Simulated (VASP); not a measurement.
# LiNbO3 (R3c) in VASP: notebook, part 3 of 3

VASP 6.6.1. Earlier steps stand in the parts before.

### 4 Single point, LDA

This run uses another cell than the first one, of 10.73 Å³/atom.

The input, INCAR:

```
SYSTEM = LiNbO3
PREC = Accurate
ENCUT = 520
EDIFF = 1E-6
ISMEAR = 0
SIGMA = 0.1
LREAL = .FALSE.
LASPH = .TRUE.
NELM = 100
ALGO = Normal
ISIF = 2
LWAVE = .FALSE.
LCHARG = .FALSE.
GGA = CA
NBANDS = 45
```

The input, KPOINTS:

```
Automatic mesh
0
G
  6 6 6
  0 0 0
```

The input, POSCAR:

```
LiNbO3
1.0
    2.5770834800      1.4878798400      4.6625706200
   -2.5770834800      1.4878798400      4.6625706200
    0.0000000000     -2.9757596800      4.6625706200
Li Nb O
2 2 6
Direct
    0.7054734700      0.7054734700      0.7054734700
    0.2054734700      0.2054734700      0.2054734700
    0.9875072800      0.9875072800      0.9875072800
    0.4875072800      0.4875072800      0.4875072800
    0.8824795800      0.2700917500      0.6208967100
    0.6208967100      0.8824795800      0.2700917500
    0.2700917500      0.6208967100      0.8824795800
    0.7700917500      0.3824795800      0.1208967100
    0.3824795800      0.1208967100      0.7700917500
    0.1208967100      0.7700917500      0.3824795800
```

Potentials or basis: VASP PAW LDA potentials, release 64 (Li_sv, Nb_sv, O).

The run is started by

```sh
> cat potpaw_LDA.64/Li_sv/POTCAR potpaw_LDA.64/Nb_sv/POTCAR potpaw_LDA.64/O/POTCAR > POTCAR
> mpirun -np 1 vasp_std > vasp.out
```

OUTCAR:

```text
SYSTEM = LiNbO3
   PREC = Accurate
   ENCUT = 520
   EDIFF = 1E-6
   ISMEAR = 0
   LREAL = .FALSE.
   LASPH = .TRUE.
   NELM = 100
   ISIF = 2
   GGA = CA

 ion  position               nearest neighbor table
   1  0.705  0.705  0.705-  10 2.04   8 2.04   9 2.04   6 2.25   7 2.25   5 2.25
   2  0.205  0.205  0.205-   7 2.04   5 2.04   6 2.04   9 2.25  10 2.25   8 2.25
   3  0.988  0.988  0.988-   6 1.90   5 1.90   7 1.90   9 2.15  10 2.15   8 2.15
   4  0.488  0.488  0.488-   9 1.90   8 1.90  10 1.90   6 2.15   7 2.15   5 2.15
   5  0.882  0.270  0.621-   3 1.90   2 2.04   4 2.15   1 2.25
   6  0.621  0.882  0.270-   3 1.90   2 2.04   4 2.15   1 2.25
   7  0.270  0.621  0.882-   3 1.90   2 2.04   4 2.15   1 2.25
   8  0.770  0.382  0.121-   4 1.90   1 2.04   3 2.15   2 2.25
   9  0.382  0.121  0.770-   4 1.90   1 2.04   3 2.15   2 2.25
  10  0.121  0.770  0.382-   4 1.90   1 2.04   3 2.15   2 2.25

  LATTYP: Found a trigonal (rhomboedric) cell.
 ALAT       =     5.5312485451
 COS(alpha) =     0.5658491840

  Lattice vectors:

 A1 = (   2.5770834800,   1.4878798400,   4.6625706200)
 A2 = (  -2.5770834800,   1.4878798400,   4.6625706200)
 A3 = (   0.0000000000,  -2.9757596800,   4.6625706200)

Analysis of symmetry for initial positions (statically):
=====================================================================
 Subroutine PRICEL returns:
 Original cell was already a primitive cell.

 Routine SETGRP: Setting up the symmetry group for a
 trigonal (rhombohedral) supercell.

 Subroutine GETGRP returns: Found  6 space group operations
 (whereof  3 operations were pure point group operations)
 out of a pool of 12 trial point group operations.

The static configuration has the point symmetry C_3 .
 The point group associated with its full space group is C_3v.

Analysis of symmetry for dynamics (positions and initial velocities):
=====================================================================
 Subroutine PRICEL returns:
[... 155 lines left out ...]
   LEPSILON=     F    determine dielectric tensor
   LRPA    =     F    only Hartree local field effects (RPA)
 non-spin polarized calculation
 Gauss-broadening in eV      SIGMA  =   0.10
  energy-cutoff  :      520.00
  volume of cell :      107.27
 maximum number of plane-waves:      2940
 NGX is ok and might be reduce to    42
   NGX = 21   NGY = 21   NGZ = 21

 number of electron      68.0000010 magnetization

 Free energy of the ion-electron system (eV)
  ---------------------------------------------------
  ext. energy  EPLUGINS =         0.00000000
  ---------------------------------------------------
  free energy    TOTEN  =       -87.40751504 eV

  energy without entropy =      -87.40751504  energy(sigma->0) =      -87.40751504

 E-fermi :   3.6958     XC(G=0): -11.3066

 val. band max:        3.1945454668   @ k =   0.1667   0.1667   0.1667
 cond. band min:       6.5978136048   @ k =  -0.3333   0.3333   0.0000
 fundamental gap:      3.4032681380
 Fermi energy:         3.6958220242

 k-point     1 :       0.0000    0.0000    0.0000
  band No.  band energies     occupation
      1     -50.7442      2.00000
      2     -50.7298      2.00000
      3     -38.1277      2.00000
      4     -38.1245      2.00000
      5     -27.1835      2.00000
      6     -27.1835      2.00000
[... 1141 lines left out ...]
     44      12.3648      0.00000
     45      13.3941      0.00000

 [... further k-points ...]

------------------------ aborting loop because EDIFF is reached ----------------------------------------

  FORCE on cell =-STRESS in cart. coord.  units (eV):
  Direction    XX          YY          ZZ          XY          YZ          ZX
  --------------------------------------------------------------------------------------
  -------------------------------------------------------------------------------------
  Total       -7.3936827     -7.3936827     -6.9626877      0.0000000      0.0000000      0.0000000
  in kB     -110.4328732   -110.4328731   -103.9954838      0.0000000      0.0000000      0.0000000
  external PRESSURE =    -108.2870767 kB  Pullay stress =       0.0000000 kB

 VOLUME and BASIS-vectors are now :
 -----------------------------------------------------------------------------
  energy-cutoff  :      520.00
  volume of cell :      107.27
      direct lattice vectors                 reciprocal lattice vectors
     2.577083480  1.487879840  4.662570620     0.194017774  0.112016214  0.071491321
    -2.577083480  1.487879840  4.662570620    -0.194017774  0.112016214  0.071491321
     0.000000000 -2.975759680  4.662570620     0.000000000 -0.224032428  0.071491321

 POSITION                                       TOTAL-FORCE (eV/Angst)
 -----------------------------------------------------------------------------------
      0.00000      0.00000      9.86796         0.000000     -0.000000     -0.016373
      0.00000      0.00000      2.87410         0.000000     -0.000000     -0.016373
      0.00000      0.00000     13.81297         0.000000     -0.000000     -0.074541
      0.00000      0.00000      6.81911         0.000000     -0.000000     -0.074541
      1.57817     -0.13275      8.26892         0.080118     -0.559440      0.030305
     -0.67412      1.43312      8.26892         0.444431      0.349104      0.030305
     -0.90405     -1.30036      8.26892        -0.524548      0.210336      0.030305
      0.99891      1.35513      5.93763        -0.080118     -0.559440      0.030305
      0.67412     -1.54264      5.93763        -0.444431      0.349104      0.030305
     -1.67303      0.18752      5.93763         0.524548      0.210336      0.030305
 -----------------------------------------------------------------------------------
    total drift:                                0.000000      0.000000      0.000292

  FREE ENERGIE OF THE ION-ELECTRON SYSTEM (eV)
  ---------------------------------------------------
  free  energy   TOTEN  =       -87.4075150397 eV

  energy  without entropy=      -87.4075150397  energy(sigma->0) =      -87.40751504
```

OSZICAR:

```text
N       E                     dE             d eps       ncg     rms          rms(c)
DAV:   1     0.749844535875E+03    0.74984E+03   -0.35825E+04  2880   0.159E+03
DAV:   2    -0.314320466374E+02   -0.78128E+03   -0.75219E+03  3758   0.578E+02
DAV:   3    -0.100183014536E+03   -0.68751E+02   -0.68309E+02  4776   0.157E+02
DAV:   4    -0.105245667887E+03   -0.50627E+01   -0.50494E+01  5280   0.336E+01
DAV:   5    -0.105600361661E+03   -0.35469E+00   -0.35458E+00  4264   0.749E+00    0.264E+01
DAV:   6    -0.878702816230E+02    0.17730E+02   -0.77941E+01  4280   0.538E+01    0.971E+00
DAV:   7    -0.875424649155E+02    0.32782E+00   -0.89416E+00  4912   0.179E+01    0.530E+00
DAV:   8    -0.874215800138E+02    0.12088E+00   -0.84631E-01  4592   0.654E+00    0.180E+00
DAV:   9    -0.874106793679E+02    0.10901E-01   -0.16017E-01  4528   0.327E+00    0.106E+00
DAV:  10    -0.874077586853E+02    0.29207E-02   -0.33100E-02  4376   0.148E+00    0.154E-01
DAV:  11    -0.874075035438E+02    0.25514E-03   -0.32925E-03  4646   0.422E-01    0.521E-02
DAV:  12    -0.874075178940E+02   -0.14350E-04   -0.30390E-04  4888   0.149E-01    0.220E-02
DAV:  13    -0.874075139206E+02    0.39734E-05   -0.45504E-05  4936   0.335E-02    0.139E-02
DAV:  14    -0.874075170061E+02   -0.30855E-05   -0.63642E-06  3784   0.199E-02    0.816E-03
DAV:  15    -0.874075149822E+02    0.20239E-05   -0.24905E-06  3000   0.184E-02    0.299E-03
DAV:  16    -0.874075150397E+02   -0.57527E-07   -0.61464E-07  1920   0.571E-03
   1 F= -.87407515E+02 E0= -.87407515E+02  d E =-.150591E-13
```

Wall time 3.3 min (1 thread of Intel Xeon Platinum 8488C (Sapphire Rapids), shared host); peak memory 0.29 GiB.

Results:

```yaml
Free_energy: -87.4075 eV
Largest_force: 0.566 eV/Å
Band_gap_on_the_k_mesh: 3.40 eV (least direct gap 3.45 eV)
```

Forces in eV/Å, atoms in the order of the input:
```
Li   0.000  0.000 -0.016
Li   0.000  0.000 -0.016
Nb   0.000  0.000 -0.075
Nb   0.000  0.000 -0.075
O    0.080 -0.559  0.030
O    0.444  0.349  0.030
O   -0.525  0.210  0.030
O   -0.080 -0.559  0.030
O   -0.444  0.349  0.030
O    0.525  0.210  0.030
```

Caveat: the cutoff is under 1.25 times the usual one of these potentials, so pressure, stress and relaxed cells hold a basis-set (Pulay) error. A k mesh can miss the band edges.

### 5 Relaxation of cell and atoms, LDA

The input, INCAR:

```
SYSTEM = LiNbO3
PREC     = Accurate       ! precision mode
ENCUT    = 600            ! plane-wave cutoff, eV
EDIFF    = 1E-6           ! SCF threshold, eV
ISMEAR   = 0              ! smearing method
SIGMA    = 0.02           ! smearing width, eV
LREAL    = .False.        ! projectors in reciprocal space
LASPH    = .True.         ! aspherical terms in the spheres
NELM     = 100            ! most SCF steps
ALGO     = Normal         ! electronic algorithm
ISIF     = 3              ! what is computed and relaxed
LWAVE    = .False.        ! write WAVECAR
LCHARG   = .False.        ! write CHGCAR
GGA      = CA             ! functional
IBRION   = 2              ! ionic algorithm
NSW      = 100            ! ionic steps
EDIFFG   = -0.002         ! ionic threshold
```

The input, KPOINTS:

```
Automatic mesh
0
Gamma
  6 6 6
  0 0 0
```

The input, POSCAR:

```
LiNbO3
1.0
    2.5336727254      1.4628166300      4.5679528310
   -2.5336727254      1.4628166300      4.5679528310
    0.0000000000     -2.9256332601      4.5679528310
Li Nb O
2 2 6
Direct
    0.7051140841      0.7051140841      0.7051140841
    0.2051140841      0.2051140841      0.2051140841
    0.9889349626      0.9889349626      0.9889349626
    0.4889349626      0.4889349626      0.4889349626
    0.8814487732      0.2698761308      0.6210748394
    0.6210748394      0.8814487732      0.2698761308
    0.2698761308      0.6210748394      0.8814487732
    0.7698761308      0.3814487732      0.1210748394
    0.3814487732      0.1210748394      0.7698761308
    0.1210748394      0.7698761308      0.3814487732
```

The run is started by

```sh
> cat potpaw_LDA.64/Li_sv/POTCAR potpaw_LDA.64/Nb_sv/POTCAR potpaw_LDA.64/O/POTCAR > POTCAR
> mpirun -np 1 vasp_std > vasp.out
```

Wall time 23 min (1 thread of Intel Xeon Platinum 8488C (Sapphire Rapids), shared host); peak memory 0.35 GiB.

Results (log left out):

* Free energy: -87.6226 eV
* Relaxed volume: 10.12 Å³/atom
* Relaxed cell: a = 5.416 Å, b = 5.416 Å, c = 5.416 Å, α = 55.73°, β = 55.73°, γ = 55.73°
* Space group after relaxing (to 0.1 Å): R3c (No. 161)
* Energy gained by relaxing: 0.2 meV/atom
* Ionic steps: 21
* Pressure after relaxing: 0.0 GPa
* Band gap on the k mesh: 3.47 eV (least direct gap 3.49 eV)

Step by step:
```tsv
step	energy change (eV)	largest force (eV/Å)	pressure (GPa)	volume (Å³)
1	0.0000	0.1060	-0.29	101.58
2	-0.0014	0.0267	-0.01	101.31
3	-0.0015	0.0179	0.05	101.25
4	-0.0016	0.0129	-0.04	101.28
5	-0.0016	0.0125	-0.13	101.30
6	-0.0016	0.0110	-0.06	101.27
7	-0.0016	0.0108	0.01	101.24
8	-0.0016	0.0113	0.02	101.25
9	-0.0017	0.0096	0.01	101.25
10	-0.0017	0.0066	-0.02	101.26
11	-0.0017	0.0051	-0.03	101.26
12	-0.0017	0.0034	0.01	101.24
13	-0.0017	0.0029	0.06	101.22
14	-0.0017	0.0032	0.05	101.23
15	-0.0017	0.0018	0.02	101.23
16	-0.0017	0.0032	0.01	101.24
17	-0.0017	0.0033	-0.01	101.24
18	-0.0017	0.0032	0.00	101.24
19	-0.0017	0.0031	0.00	101.24
20	-0.0017	0.0020	0.01	101.24
21	-0.0017	0.0015	0.01	101.24
```

Final structure:
```
Li Nb O
1.0
     2.53173    1.46170    4.55963
    -2.53173    1.46170    4.55963
     0.00000   -2.92339    4.55963
Li Nb O
2 2 6
Direct
  0.70555 0.70555 0.70555
  0.20555 0.20555 0.20555
  0.98945 0.98945 0.98945
  0.48945 0.48945 0.48945
  0.88147 0.26965 0.62033
  0.62033 0.88147 0.26965
  0.26965 0.62033 0.88147
  0.76965 0.38147 0.12033
  0.38147 0.12033 0.76965
  0.12033 0.76965 0.38147
```

Levels at points of the mesh, in eV from the valence-band top:
```tsv
k point	band 30	band 31	band 32	band 33	band 34	band 35	band 36	band 37	band 38	band 39
(0.00, 0.00, 0.00)	-0.63	-0.62	-0.51	-0.02	-0.02	3.47	3.47	3.89	5.16	5.16
(0.50, 0.00, 0.00)	-0.46	-0.30	-0.30	-0.19	-0.19	3.91	3.91	4.75	4.75	4.97
(0.50, 0.50, 0.00)	-0.95	-0.68	-0.67	-0.43	-0.24	3.54	4.06	4.57	4.66	5.34
(0.50, 0.50, 0.50)	-0.70	-0.30	-0.30	-0.30	-0.30	4.68	4.68	4.90	4.90	4.90
```

Caveat: the cutoff is under 1.25 times the usual one of these potentials, so pressure, stress and relaxed cells hold a basis-set (Pulay) error.

### 6 The runs side by side

| task | cell | cutoff (eV) | smearing | gap on the mesh (eV) | largest force (eV/Å) |
| --- | --- | --- | --- | --- | --- |
| single point | a = 5.425 Å, angles 55.7°, 10 atoms, atomic positions A | 520 | gaussian 0.1 eV | 3.52 | 0.11 |
| single point | a = 5.420 Å, angles 55.7°, 10 atoms, atomic positions A | 520 | gaussian 0.02 eV | 3.50 | 0.08 |
| single point | a = 5.531 Å, angles 55.5°, 10 atoms, atomic positions B | 520 | gaussian 0.1 eV | 3.40 | 0.57 |
| relaxation of cell and atoms | relaxed from a = 5.425 Å, angles 55.7°, 10 atoms, atomic positions A | 600 | gaussian 0.02 eV | 3.47 | - |

Alike in all rows: level LDA; potentials or basis VASP PAW LDA potentials, release 64 (Li_sv, Nb_sv, O); no spin polarisation; k mesh 6 × 6 × 6.

Caveats: the cutoff is under 1.25 times the usual one of these potentials, so pressure, stress and relaxed cells hold a basis-set (Pulay) error.

Absolute energies hang on the potentials; compare differences alone.
